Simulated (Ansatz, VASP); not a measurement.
# Two plane-wave programs on TiO2

```xyz
6
Lattice="4.5910 0.0000 0.0000 0.0000 4.5910 0.0000 0.0000 0.0000 2.9390" Properties=species:S:1:pos:R:3 pbc="T T T"
Ti    0.0000    0.0000    0.0000
Ti    2.2955    2.2955    1.4695
O     1.3976    1.3976    0.0000
O     3.1934    3.1934    0.0000
O     3.6931    0.8979    1.4695
O     0.8979    3.6931    1.4695
```

Alike in both runs: functional PBEsol; k mesh 8 × 8 × 11; occupations fermi-dirac, width 0.05 eV; no spin polarisation.

Ansatz relaxed the structure, and its values are those at the end. VASP's run is a single point on that final structure, the one shown.

|  | VASP | Ansatz |
| --- | --- | --- |
| version | VASP 6.6.1 | Ansatz 0.2.0 |
| potentials or method | VASP PAW PBE potentials, release 64 (Ti_sv, O) | PAW with Ansatz's default frozen-core files, scalar-relativistic |
| plane-wave cutoff (eV) | 520 | 420 |
| valence electrons in the cell | 48 | 48 |

```tsv
	VASP	Ansatz	Ansatz less VASP
gap on the k mesh at the Fermi level (eV)	1.84	1.87	+0.028
pressure (GPa)	0.7	0.0	-0.66
rms of the force components (eV/Å)	0.011	0.001	-0.0100
```

VASP's potentials were made for PBE, not for PBEsol. With one functional, cell and mesh, what is left measures potentials, basis and numerics.
